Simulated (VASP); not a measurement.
A run of VASP 6.6.1 is set up as follows.

The input INCAR:

```
  ALGO = Normal
  EDIFF = 1E-6
  ENCUT = 520
  GGA = PE
  ISIF = 2
  ISMEAR = -1
  LASPH = T
  LCHARG = F
  LREAL = F
  LWAVE = F
  NBANDS = 8
  NELM = 60
  PREC = Accurate
  SIGMA = 0.05
```

File KPOINTS:

```
k-points
0
Gamma
  11 11 11
```

File POSCAR:

```
Al
1.0
   -0.0204552100      1.9706540500      2.0438328400
    2.0026569100      0.0099662700      2.0134113600
    2.0592944800      1.9968701300     -0.0466712900
Al
1
Direct
    0.0000000000      0.0000000000      0.0000000000
```

Potentials or basis: VASP PAW PBE potentials, release 64 (Al).

Command:

```bash
$ cat potpaw_PBE.64/Al/POTCAR > POTCAR
$ mpirun -np 1 vasp_std > vasp.out
```

Question: Estimate the pressure.

Answer: -0.1 GPa.

Stress tensor (GPa, compression positive):
```
-0.19 -1.25  1.29
-1.25  0.41  0.69
 1.29  0.69 -0.65
```
